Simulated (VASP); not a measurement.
Write the native input for VASP 6.6.1 that does the following.

| Quantity | Value |
| --- | --- |
| Task | single point |
| Functional | PBE |
| Potentials or basis | VASP PAW PBE potentials, release 64 (As, Se) |
| Cutoff | 520 eV |
| k mesh | 4 × 4 × 4 |
| Occupations | gaussian, width 0.1 eV |
| Spin | no spin polarisation |
| Dipole correction | no |
| Further INCAR settings | ALGO = Normal; EDIFF = 1e-07; NBANDS = 22 |

The structure of AsSe4 lies in POSCAR:

```
AsSe4
1.0
    5.3065521300      0.0000000000      0.0000000000
    0.0000000000      5.3065521300      0.0000000000
    0.0000000000      0.0000000000      5.3065521300
As Se
1 4
Direct
    0.0000000000      0.0000000000      0.0000000000
    0.2500000000      0.2500000000      0.2500000000
    0.7500000000      0.7500000000      0.2500000000
    0.2500000000      0.7500000000      0.7500000000
    0.7500000000      0.2500000000      0.7500000000
```

One way to write it, as run:

INCAR

```
  PREC = Accurate
  ENCUT = 520
  EDIFF = 1E-7
  ISMEAR = 0
  SIGMA = 0.1
  LREAL = False
  LASPH = True
  NELM = 60
  ALGO = Normal
  ISIF = 2
  LWAVE = False
  LCHARG = False
  GGA = PE
  NBANDS = 22
```

KPOINTS

```
Automatic mesh
0
Gamma
  4 4 4
```

Potentials or basis: VASP PAW PBE potentials, release 64 (As, Se).

Command:

```bash
$ cat potpaw_PBE.64/As/POTCAR potpaw_PBE.64/Se/POTCAR > POTCAR
$ mpirun -np 1 vasp_std > vasp.out
```

It gave:

The pressure is 0.0 GPa.

It took 21 s on 1 thread of AMD EPYC 9R45 96-Core Processor (Zen 5), on a shared host, peak memory 0.21 GiB.
